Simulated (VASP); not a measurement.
Runs of VASP 6.6.1 on Zr. The structure is that of space group Fm-3m (No. 225), or close to it. The cells are those of the table. 

| cell | gap on the mesh (eV) | pressure (GPa) |
| --- | --- | --- |
| a = 3.189, b = 3.189, c = 3.209 Å, angles 59.8, 59.8, 59.6°, 1 atom | none | -2.7 |
| a = 3.190, b = 3.190, c = 3.309 Å, angles 58.8, 58.8, 57.5°, 1 atom | none | (a) |
| a = 3.190, b = 3.190, c = 3.109 Å, angles 60.8, 60.8, 61.7°, 1 atom | none | -2.6 |
| a = 3.189, b = 3.189, c = 3.229 Å, angles 59.6, 59.6, 59.2°, 1 atom | none | -2.7 |

Alike in all rows: task single point; level PBEsol; potentials or basis VASP PAW PBE potentials, release 64 (Zr_sv); no spin polarisation; k mesh 18 × 18 × 18; cutoff (eV) 520; smearing gaussian 0.15 eV.

Q: Fill in the values left out.

A: (a) -2.5.

Caveats: the PAW data sets were made with another functional, which shifts forces and pressure a little.

A k mesh can miss the band edges, and the runs leave out spin-orbit coupling on Zr.

A gap of «none» marks levels without a gap at the run's occupations.
